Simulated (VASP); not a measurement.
# Ag in VASP: a series of runs, part 2 of 2

VASP 6.6.1. Earlier steps stand in the parts before.

## Step 4: Single point, PBE

This run uses another cell than the first one, of 16.37 Å³/atom, 0.941 times its volume.

Input file INCAR:

```
SYSTEM = Ag
PREC     = Accurate       ! precision mode
ENCUT    = 520            ! plane-wave cutoff, eV
EDIFF    = 1E-6           ! SCF threshold, eV
ISMEAR   = -1             ! smearing method
SIGMA    = 0.05           ! smearing width, eV
LREAL    = .FALSE.        ! projectors in reciprocal space
LASPH    = .TRUE.         ! aspherical terms in the spheres
NELM     = 60             ! most SCF steps
ALGO     = Fast           ! electronic algorithm
ISIF     = 2              ! what is computed and relaxed
LWAVE    = .FALSE.        ! write WAVECAR
LCHARG   = .FALSE.        ! write CHGCAR
GGA      = PE             ! functional
NBANDS   = 12             ! bands
```

Input file KPOINTS:

```
Automatic mesh
0
G
  10 10 10
  0 0 0
```

Input file POSCAR:

```
Ag
1.0
    0.0000000000      2.0427500000      1.9610400000
    2.0427500000      0.0000000000      1.9610400000
    2.0427500000      2.0427500000      0.0000000000
Ag
1
Direct
    0.0000000000      0.0000000000      0.0000000000
```

Potentials or basis: VASP PAW PBE potentials, release 64 (Ag).

Run with:

```
$ cat potpaw_PBE.64/Ag/POTCAR > POTCAR
$ mpirun -np 1 vasp_std > vasp.out
```

OUTCAR:

```text
SYSTEM = Ag
   PREC = Accurate
   ENCUT = 520
   EDIFF = 1E-6
   ISMEAR = -1
   LREAL = .FALSE.
   LASPH = .TRUE.
   NELM = 60
   ISIF = 2
   GGA = PE

 ion  position               nearest neighbor table
   1  0.000  0.000  0.000-

  LATTYP: Found a body centered tetragonal cell.
 ALAT       =     2.8888847545
 C/A-ratio  =     1.3576450199

  Lattice vectors:

 A1 = (   0.0000000000,  -2.0427500000,  -1.9610400000)
 A2 = (   0.0000000000,   2.0427500000,  -1.9610400000)
 A3 = (   2.0427500000,   0.0000000000,   1.9610400000)

Analysis of symmetry for initial positions (statically):
=====================================================================
 Subroutine PRICEL returns:
 Original cell was already a primitive cell.

 Routine SETGRP: Setting up the symmetry group for a
 body centered tetragonal supercell.

 Subroutine GETGRP returns: Found 16 space group operations
 (whereof 16 operations were pure point group operations)
 out of a pool of 16 trial point group operations.

The static configuration has the point symmetry D_4h.

Analysis of symmetry for dynamics (positions and initial velocities):
=====================================================================
 Subroutine PRICEL returns:
 Original cell was already a primitive cell.

 Routine SETGRP: Setting up the symmetry group for a
 body centered tetragonal supercell.

 Subroutine GETGRP returns: Found 16 space group operations
 (whereof 16 operations were pure point group operations)
 out of a pool of 16 trial point group operations.

The dynamic configuration has the point symmetry D_4h.

 Subroutine INISYM returns: Found 16 space group operations
 (whereof 16 operations are pure point group operations),
 and found     1 'primitive' translations

----------------------------------------------------------------------------------------

                                     Primitive cell

  volume of cell :      16.3662

  direct lattice vectors                    reciprocal lattice vectors
     0.000000000  2.042750000  1.961040000    -0.244768082  0.244768082  0.254966752
     2.042750000  0.000000000  1.961040000     0.244768082 -0.244768082  0.254966752
     2.042750000  2.042750000  0.000000000     0.244768082  0.244768082 -0.254966752

  length of vectors
     2.831696566  2.831696566  2.888884755     0.429919612  0.429919612  0.429919612

  position of ions in fractional coordinates (direct lattice)
     0.000000000  0.000000000  0.000000000

  ion indices of the primitive-cell ions
   primitive index   ion index
                 1           1

----------------------------------------------------------------------------------------

 KPOINTS: Automatic mesh

Automatic generation of k-mesh.
 Grid dimensions read from file:
 generate k-points for:   10   10   10

 Generating k-lattice:

  Cartesian coordinates                     Fractional coordinates (reciprocal lattice)
    -0.024476808  0.024476808  0.025496675     0.100000000 -0.000000000  0.000000000
     0.024476808 -0.024476808  0.025496675    -0.000000000  0.100000000  0.000000000
     0.024476808  0.024476808 -0.025496675     0.000000000  0.000000000  0.100000000

  Length of vectors
     0.042991961  0.042991961  0.042991961

  Shift w.r.t. Gamma in fractional coordinates (k-lattice)
     0.000000000  0.000000000  0.000000000

 Subroutine IBZKPT returns following result:
 ===========================================

 Found    102 irreducible k-points:

 Following reciprocal coordinates:
            Coordinates               Weight
  0.000000  0.000000  0.000000      1.000000
  0.100000  0.000000  0.000000      8.000000
  0.200000  0.000000  0.000000      8.000000
  0.300000  0.000000  0.000000      8.000000
  0.400000  0.000000  0.000000      8.000000
  0.500000  0.000000  0.000000      4.000000
[... 16 lines left out ...]
  0.300000  0.300000  0.000000      2.000000
  0.400000  0.300000  0.000000      8.000000
 [... further k-points ...]
   k-points           NKPTS =    102   k-points in BZ     NKDIM =    102   number of bands    NBANDS=     12
   number of dos      NEDOS =    301   number of ions     NIONS =      1
   total plane-waves  NPLWV =  13824
   dimension x,y,z NGX =    24 NGY =   24 NGZ =   24
   dimension x,y,z NGXF=    48 NGYF=   48 NGZF=   48
   ions per type =               1
   NGX,Y,Z   is equivalent  to a cutoff of  14.09, 14.09, 13.81 a.u.
   NGXF,Y,Z  is equivalent  to a cutoff of  28.18, 28.18, 27.62 a.u.
 SYSTEM =  Ag
   PREC   = accura    normal or accurate (medium, high low for compatibility)
   ISTART =      0    job   : 0-new  1-cont  2-samecut
   ICHARG =      2    charge: 1-file 2-atom 10-const
   ISPIN  =      1    spin polarized calculation?
   LNONCOLLINEAR =      F non collinear calculations
   LSORBIT =      F    spin-orbit coupling
   LASPH  =      T    aspherical Exc in radial PAW
   ENCUT  =  520.0 eV  38.22 Ry    6.18 a.u.   5.27  5.27  5.37*2*pi/ulx,y,z
   NELM   =     60;   NELMIN=  2; NELMDL= -5     # of ELM steps
   EDIFF  = 0.1E-05   stopping-criterion for ELM
   LREAL  =      F    real-space projection
   EDIFFG = 0.1E-04   stopping-criterion for IOM
   NSW    =      0    number of steps for IOM
   IBRION =     -1    ionic relax: 0-MD 1-quasi-New 2-CG
   NFREE  =      0    steps in history (QN), initial steepest desc. (CG)
   ISIF   =      2    stress and relaxation
   ISYM   =      2    0-nonsym 1-usesym 2-fastsym
   POTIM  = 0.5000    time-step for ionic-motion
   TEBEG  =    0.0;   TEEND  =   0.0 temperature during run
   PSTRESS=    0.0 pullay stress
   NELECT =      11.0000    total number of electrons
   NUPDOWN=      -1.0000    fix difference up-down
   EMIN   =  10.00;   EMAX   =-10.00  energy-range for DOS
   EFERMI =   0.00;   METHOD = LEGACY
   ISMEAR =    -1;   SIGMA  =   0.05  broadening in eV -4-tet -1-fermi 0-gaus
   EFERMI_NEDOS =   21; number of points for ismear=-14 and -15
   IALGO  =     68    algorithm
   IMIX   =      4    mixing-type and parameters
     AMIX     =   0.40;   BMIX     =  1.00
     AMIX_MAG =   1.60;   BMIX_MAG =  1.00
  volume/ion in A,a.u.               =      16.37       110.44
  Fermi-wavevector in a.u.,A,eV,Ry     =   1.434025  2.709915 27.979403  2.056428
  Thomas-Fermi vector in A             =   2.553479
   LORBIT       =      0    0 simple, 1 ext, 2 COOP (PROOUT), +10 PAW based schemes
   GGA     = PE    functional components
   LHFCALC =     F    Hartree Fock is set to
   AEXX    =    0.0000 exact exchange contribution
   IVDW    =     0    specifies the selected vdW correction
   LEPSILON=     F    determine dielectric tensor
   LRPA    =     F    only Hartree local field effects (RPA)
 non-spin polarized calculation
 RMM-DIIS sequential band-by-band and
  energy-cutoff  :      520.00
  volume of cell :       16.37
 maximum number of plane-waves:       455
 NGX is ok and might be reduce to    24
   NGX = 11   NGY = 11   NGZ = 11

 number of electron      11.0000003 magnetization

 Free energy of the ion-electron system (eV)
  ---------------------------------------------------
  ext. energy  EPLUGINS =         0.00000000
  ---------------------------------------------------
  free energy    TOTEN  =        -2.66015464 eV

  energy without entropy =       -2.65673373  energy(sigma->0) =       -2.65844418

 E-fermi :   8.9477     XC(G=0): -12.4550

 val. band max:        8.9249534146   @ k =  -0.2000   0.3000   0.2000
 cond. band min:       8.9857338909   @ k =   0.4000   0.4000   0.0000
 fundamental gap:      0.0607804763
 Fermi energy:         8.9476899590

 k-point     1 :       0.0000    0.0000    0.0000
  band No.  band energies     occupation
      1       0.9395      2.00000
      2       3.9754      2.00000
      3       3.9754      2.00000
      4       4.2392      2.00000
      5       5.0279      2.00000
      6       5.3027      2.00000
      7      25.1473      0.00000
      8      28.7356      0.00000
      9      28.7356      0.00000
     10      29.3717      0.00000
     11      33.8529      0.00000
     12      34.9423      0.00000
[... 331 lines left out ...]
 k-point    24 :       0.4000    0.3000    0.0000
  band No.  band energies     occupation
      1       2.7670      2.00000
      2       2.9066      2.00000
      3       5.2648      2.00000
      4       5.3460      2.00000
      5       5.9754      2.00000
      6       8.0099      2.00000
      7      19.5097      0.00000
      8      21.4676      0.00000
      9      21.8679      0.00000
     10      26.0493      0.00000
     11      28.1432      0.00000
     12      37.7385      0.00000

 [... further k-points ...]
[... 5 lines left out ...]
  --------------------------------------------------------------------------------------
  -------------------------------------------------------------------------------------
  Total        1.0206340      1.0206340      1.1314116      0.0000000      0.0000000      0.0000000
  in kB       99.9156983     99.9156983    110.7603482      0.0000000      0.0000000      0.0000000
  external PRESSURE =     103.5305816 kB  Pullay stress =       0.0000000 kB

 VOLUME and BASIS-vectors are now :
 -----------------------------------------------------------------------------
  energy-cutoff  :      520.00
  volume of cell :       16.37
      direct lattice vectors                 reciprocal lattice vectors
     0.000000000  2.042750000  1.961040000    -0.244768082  0.244768082  0.254966752
     2.042750000  0.000000000  1.961040000     0.244768082 -0.244768082  0.254966752
     2.042750000  2.042750000  0.000000000     0.244768082  0.244768082 -0.254966752

 POSITION                                       TOTAL-FORCE (eV/Angst)
 -----------------------------------------------------------------------------------
      0.00000      0.00000      0.00000         0.000000      0.000000      0.000000
 -----------------------------------------------------------------------------------
    total drift:                               -0.000000      0.000000      0.000000

  FREE ENERGIE OF THE ION-ELECTRON SYSTEM (eV)
  ---------------------------------------------------
  free  energy   TOTEN  =        -2.6601546402 eV

  energy  without entropy=       -2.6567337252  energy(sigma->0) =       -2.65844418
```

Run time: 6.6 s. Hardware: 1 thread of Intel Xeon 6975P-C (Granite Rapids), shared host; peak memory 0.14 GiB.

What came out:

| Quantity | Value |
| --- | --- |
| Free energy | -2.6602 eV |
| Pressure | 10.4 GPa |

Stress tensor (GPa, compression positive):
```
 9.99  0.00  0.00
 0.00  9.99  0.00
 0.00  0.00 11.08
```

## Step 5: Single point, PBE

This run uses another cell than the first one, of 17.05 Å³/atom, 0.980 times its volume.

Input file INCAR:

```
SYSTEM = Ag
ALGO = Normal ; EDIFF = 1E-6
ENCUT = 520 ; GGA = PE
ISIF = 2 ; ISMEAR = 0
LASPH = .TRUE. ; LCHARG = .FALSE.
LREAL = .FALSE. ; LWAVE = .FALSE.
NBANDS = 12 ; NELM = 60
PREC = Accurate ; SIGMA = 0.019000000000000003
```

Input file KPOINTS:

```
k-points
0
G
  11 11 11
  0 0 0
```

Input file POSCAR:

```
Ag
1.0
    0.0000000000      2.0427500000      2.0427500000
    2.0427500000      0.0000000000      2.0427500000
    2.0427500000      2.0427500000      0.0000000000
Ag
1
Direct
    0.0000000000      0.0000000000      0.0000000000
```

Run with:

```
$ cat potpaw_PBE.64/Ag/POTCAR > POTCAR
$ mpirun -np 1 vasp_std > vasp.out
```

Wall time 6.8 s (1 thread of Intel Xeon Platinum 8124M at 3.00GHz (Skylake/Cascade Lake), shared host); peak memory 0.14 GiB.

Results (log left out):

```yaml
Free_energy: -2.7092 eV
Pressure: 4.1 GPa
```

Levels at points of the mesh, in eV from the Fermi level:
| k point | band 4 | band 5 | band 6 | band 7 | band 8 | band 9 |
| --- | --- | --- | --- | --- | --- | --- |
| (0.00, 0.00, 0.00) | -5.09 | -4.06 | -4.06 | 15.75 | 19.33 | 19.33 |

## Step 6: Single point, PBE

This run uses another cell than the first one, of 17.05 Å³/atom, 0.980 times its volume.

Input file INCAR:

```
SYSTEM = Ag
PREC     = Accurate       ! precision mode
ENCUT    = 520            ! plane-wave cutoff, eV
EDIFF    = 1E-7           ! SCF threshold, eV
ISMEAR   = 0              ! smearing method
SIGMA    = 0.02           ! smearing width, eV
LREAL    = .False.        ! projectors in reciprocal space
LASPH    = .True.         ! aspherical terms in the spheres
NELM     = 80             ! most SCF steps
ALGO     = Fast           ! electronic algorithm
ISIF     = 2              ! what is computed and relaxed
LWAVE    = .False.        ! write WAVECAR
LCHARG   = .False.        ! write CHGCAR
GGA      = PE             ! functional
NBANDS   = 12             ! bands
```

Input file KPOINTS:

```
regular mesh
0
Gamma
  11 11 11
  0 0 0
```

POSCAR is that of step 5.

Potentials or basis: VASP PAW PBE potentials, release 64 (Ag).

Run with:

```
$ cat potpaw_PBE.64/Ag/POTCAR > POTCAR
$ mpirun -np 1 vasp_std > vasp.out
```

OUTCAR:

```text
SYSTEM = Ag
   PREC = Accurate
   ENCUT = 520
   EDIFF = 1E-7
   ISMEAR = 0
   LREAL = .False.
   LASPH = .True.
   NELM = 80
   ISIF = 2
   GGA = PE

 ion  position               nearest neighbor table
   1  0.000  0.000  0.000-

  LATTYP: Found a face centered cubic cell.
 ALAT       =     4.0855000000

  Lattice vectors:

 A1 = (   0.0000000000,   2.0427500000,   2.0427500000)
 A2 = (   2.0427500000,   0.0000000000,   2.0427500000)
 A3 = (   2.0427500000,   2.0427500000,   0.0000000000)

Analysis of symmetry for initial positions (statically):
=====================================================================
 Subroutine PRICEL returns:
 Original cell was already a primitive cell.

 Routine SETGRP: Setting up the symmetry group for a
 face centered cubic supercell.

 Subroutine GETGRP returns: Found 48 space group operations
 (whereof 48 operations were pure point group operations)
 out of a pool of 48 trial point group operations.

The static configuration has the point symmetry O_h .

Analysis of symmetry for dynamics (positions and initial velocities):
=====================================================================
 Subroutine PRICEL returns:
[... 162 lines left out ...]
 Fermi energy:         8.7038110319

 k-point     1 :       0.0000    0.0000    0.0000
  band No.  band energies     occupation
      1       0.6617      2.00000
      2       3.6136      2.00000
      3       3.6136      2.00000
      4       3.6136      2.00000
      5       4.6472      2.00000
      6       4.6472      2.00000
      7      24.4555      0.00000
      8      28.0355      0.00000
      9      28.0355      0.00000
     10      28.0355      0.00000
     11      32.8419      0.00000
     12      33.9807      0.00000
[... 331 lines left out ...]
 k-point    24 :      -0.1818    0.1818    0.0000
  band No.  band energies     occupation
      1       2.6922      2.00000
      2       3.2136      2.00000
      3       3.8294      2.00000
      4       4.2267      2.00000
      5       4.2584      2.00000
      6       5.7947      2.00000
      7      20.3628      0.00000
      8      20.7698      0.00000
      9      27.0596      0.00000
     10      28.8643      0.00000
     11      29.5461      0.00000
     12      33.0678      0.00000

 [... further k-points ...]
[... 5 lines left out ...]
  --------------------------------------------------------------------------------------
  -------------------------------------------------------------------------------------
  Total        0.4360618      0.4360618      0.4360618      0.0000000      0.0000000     -0.0000000
  in kB       40.9810373     40.9810373     40.9810373      0.0000000      0.0000000     -0.0000000
  external PRESSURE =      40.9810373 kB  Pullay stress =       0.0000000 kB

 VOLUME and BASIS-vectors are now :
 -----------------------------------------------------------------------------
  energy-cutoff  :      520.00
  volume of cell :       17.05
      direct lattice vectors                 reciprocal lattice vectors
     0.000000000  2.042750000  2.042750000    -0.244768082  0.244768082  0.244768082
     2.042750000  0.000000000  2.042750000     0.244768082 -0.244768082  0.244768082
     2.042750000  2.042750000  0.000000000     0.244768082  0.244768082 -0.244768082

 POSITION                                       TOTAL-FORCE (eV/Angst)
 -----------------------------------------------------------------------------------
      0.00000      0.00000      0.00000        -0.000000      0.000000      0.000000
 -----------------------------------------------------------------------------------
    total drift:                               -0.000000      0.000000      0.000000

  FREE ENERGIE OF THE ION-ELECTRON SYSTEM (eV)
  ---------------------------------------------------
  free  energy   TOTEN  =        -2.7091974130 eV

  energy  without entropy=       -2.7091718368  energy(sigma->0) =       -2.70918462
```

OSZICAR:

```text
N       E                     dE             d eps       ncg     rms          rms(c)
DAV:   1     0.516026134785E+02    0.51603E+02   -0.54715E+03  1360   0.825E+02
DAV:   2    -0.213772335111E+01   -0.53740E+02   -0.50634E+02  1572   0.193E+02
DAV:   3    -0.296647818666E+01   -0.82875E+00   -0.82835E+00  1580   0.251E+01
DAV:   4    -0.296919901436E+01   -0.27208E-02   -0.27208E-02  1560   0.148E+00
DAV:   5    -0.296922103731E+01   -0.22023E-04   -0.22023E-04  1608   0.120E-01    0.522E+00
RMM:   6    -0.272046746353E+01    0.24875E+00   -0.37044E-01  1360   0.552E+00    0.330E+00
RMM:   7    -0.271208445507E+01    0.83830E-02   -0.10125E-02  1498   0.113E+00    0.191E+00
RMM:   8    -0.270921367054E+01    0.28708E-02   -0.81040E-04  1506   0.269E-01    0.197E-01
RMM:   9    -0.270919490717E+01    0.18763E-04   -0.11852E-04  1622   0.977E-02    0.751E-02
RMM:  10    -0.270919600545E+01   -0.10983E-05   -0.20266E-05  1598   0.364E-02    0.240E-02
RMM:  11    -0.270919724569E+01   -0.12402E-05   -0.54395E-06  1550   0.144E-02    0.711E-03
RMM:  12    -0.270919735779E+01   -0.11209E-06   -0.32760E-07  1402   0.434E-03    0.873E-03
RMM:  13    -0.270919741304E+01   -0.55251E-07   -0.13535E-07  1194   0.311E-03
   1 F= -.27091974E+01 E0= -.27091846E+01  d E =-.255763E-04
```

stdout:

```text
POSCAR found type information on POSCAR Ag
 POSCAR found :  1 types and       1 ions
 scaLAPACK will be used
 LDA part: xc-table for (Slater+PW92), standard interpolation
 POSCAR, INCAR and KPOINTS ok, starting setup
 FFT: planning ... GRIDC
 FFT: planning ... GRID_SOFT
 FFT: planning ... GRID
 WAVECAR not read
 entering main loop
```

It took 8.5 s on 1 thread of Intel Xeon Platinum 8124M at 3.00GHz (Skylake/Cascade Lake), shared host; peak memory 0.14 GiB.

Results:

| Property | Result |
| --- | --- |
| Free energy | -2.7092 eV |
| Pressure | 4.1 GPa |

Levels at points of the mesh, in eV from the Fermi level:
```csv
k point,band 2,band 3,band 4,band 5,band 6,band 7,band 8,band 9,band 10,band 11
"(0.00, 0.00, 0.00)",-5.09,-5.09,-5.09,-4.06,-4.06,15.75,19.33,19.33,19.33,24.14
```

## Step 7: Summary

| cell | k mesh | smearing | gap on the mesh (eV) | pressure (GPa) |
| --- | --- | --- | --- | --- |
| a = 2.918, b = 2.918, c = 2.889 Å, angles 60.3, 60.3, 59.3°, 1 atom | 9 × 9 × 9 | fermi-dirac 0.05 eV | none | 2.2 |
| a = 2.947, b = 2.947, c = 2.889 Å, angles 60.7, 60.7, 58.7°, 1 atom | 9 × 9 × 9 | fermi-dirac 0.05 eV | none | 0.4 |
| a = 2.832, b = 2.832, c = 2.889 Å, angles 59.3, 59.3, 61.3°, 1 atom | 10 × 10 × 10 | fermi-dirac 0.05 eV | none | 10.4 |
| a = 2.889 Å, angles 60.0°, 1 atom | 11 × 11 × 11 | gaussian 0.019 eV | none | 4.1 |
| a = 2.889 Å, angles 60.0°, 1 atom | 11 × 11 × 11 | gaussian 0.02 eV | none | 4.1 |

Alike in all rows: task single point; level PBE; potentials or basis VASP PAW PBE potentials, release 64 (Ag); no spin polarisation; cutoff (eV) 520.

Total energies depend on the potentials used, so only differences within one code and one set of settings carry meaning.
